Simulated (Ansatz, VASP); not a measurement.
P in VASP and in Ansatz

```
P
1.0
     3.45993    0.00000    0.00000
    -1.72996    2.99638    0.00000
     0.00000    0.00000    6.47357
P
3
Direct
  0.33333 0.66667 0.53973
  0.00000 0.00000 0.65815
  0.00000 0.00000 0.22623
```

Alike in both runs: task relaxation of cell and atoms; functional PBE; k mesh 6 × 6 × 4; occupations gaussian, width 0.1 eV; no spin polarisation.

|  | VASP | Ansatz |
| --- | --- | --- |
| version | VASP 6.6.1 | Ansatz 0.2.0 |
| potentials or method | VASP PAW PBE potentials, release 64 (P), cutoff 600 eV | scalar-relativistic, plane waves, PAW |
| valence electrons in the cell | 15 | 15 |

```tsv
	VASP	Ansatz	Ansatz less VASP
gap on the k mesh at the Fermi level, each at its own relaxed structure (eV)	none	none	-
relaxed volume (Å³/atom)	17.10	17.13	+0.028
relaxed length of the cell vector where the two differ most in proportion (Å)	5.186	5.190	+0.0039
```

A gap of «none» marks a metal or a gap that the smearing closes.

Noted on VASP's run: the volume moved by over 15 % at a fixed basis, so the end points are rough.
